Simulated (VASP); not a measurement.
A run of VASP 6.6.1 is set up as follows.

Contents of INCAR:

```
SYSTEM = KTi
PREC     = Accurate       ! precision mode
ENCUT    = 520            ! plane-wave cutoff, eV
EDIFF    = 1E-6           ! SCF threshold, eV
ISMEAR   = 0              ! smearing method
SIGMA    = 0.1            ! smearing width, eV
LREAL    = .FALSE.        ! projectors in reciprocal space
LASPH    = .TRUE.         ! aspherical terms in the spheres
NELM     = 100            ! most SCF steps
ALGO     = Normal         ! electronic algorithm
ISIF     = 2              ! what is computed and relaxed
LWAVE    = .FALSE.        ! write WAVECAR
LCHARG   = .FALSE.        ! write CHGCAR
GGA      = PE             ! functional
NBANDS   = 29             ! bands
```

Contents of KPOINTS:

```
Automatic mesh
0
G
  4 4 4
  0 0 0
```

POSCAR

```
KTi
1.0
    4.3862675369      0.0000000000      0.0000000000
    0.0000000000      4.3862675369      0.0000000000
    0.0000000000      0.0000000000      5.5424304474
K Ti
2 2
Direct
    0.0000000000      0.5000000000      0.2351000000
    0.5000000000      0.0000000000      0.7649000000
    0.0000000000      0.0000000000      0.0000000000
    0.5000000000      0.5000000000      0.0000000000
```

Potentials or basis: VASP PAW PBE potentials, release 64 (K_sv, Ti_sv).

Run with:

```console
$ cat potpaw_PBE.64/K_sv/POTCAR potpaw_PBE.64/Ti_sv/POTCAR > POTCAR
$ mpirun -np 1 vasp_std > vasp.out
```

Question: Predict the pressure.

Answer: 8.3 GPa.

Question: Predict the largest force.

Answer: 3.582 eV/Å.

Stress tensor (GPa, compression positive):
```
 7.32  0.00  0.00
 0.00  7.32  0.00
 0.00  0.00 10.14
```

Caveat: forces of over 1 eV/Å act on the atoms, so gaps and moduli don't describe the material at rest.
